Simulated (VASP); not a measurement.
Set up this calculation in VASP 6.6.1, as the native input.

```
Task                   : electric field gradients
Functional             : LDA
Potentials or basis    : VASP PAW LDA potentials, release 64 (B, N)
Cutoff                 : 520 eV
k mesh                 : 11 × 11 × 11
Occupations            : fermi-dirac, width 0.02 eV
Spin                   : no spin polarisation
Dipole correction      : no
Further INCAR settings : ALGO = Normal; EDIFF = 1e-08; NBANDS = 11
```

The structure of BN lies in POSCAR:

```
BN
1.0
    0.0000000000      1.7706018915      1.7706018915
    1.7706018915      0.0000000000      1.7706018915
    1.7706018915      1.7706018915      0.0000000000
B N
1 1
Direct
    0.0000000000      0.0000000000      0.0000000000
    0.7500000000      0.7500000000      0.7500000000
```

This cell differs from its parent crystal: volume scaled by 0.94.

These files were run (other wordings do the same):

INCAR

```
SYSTEM = BN
PREC = Accurate
ENCUT = 520
EDIFF = 1E-8
ISMEAR = -1
SIGMA = 0.02
LREAL = .False.
LASPH = .True.
NELM = 80
ALGO = Normal
ISIF = 2
LWAVE = .False.
LCHARG = .False.
LEFG = .True.
NBANDS = 11
```

KPOINTS

```
Automatic mesh
0
Gamma
  11 11 11
  0 0 0
```

Potentials or basis: VASP PAW LDA potentials, release 64 (B, N).

Run with:

```console
$ cat potpaw_LDA.64/B/POTCAR potpaw_LDA.64/N/POTCAR > POTCAR
$ mpirun -np 1 vasp_std > vasp.out
```

Results of the run:

```
Pressure               : 15.3 GPa
Band gap on the k mesh : 4.53 eV, indirect (least direct gap 8.97 eV)
```

Caveat: without QUAD_EFG the Cq values of the log hold for a quadrupole moment of 1 mb, not for the nuclei.

Wall time 7.6 s on 1 thread of AMD EPYC 9R45 (Zen 5), with other jobs on the host, peak memory 0.08 GiB.
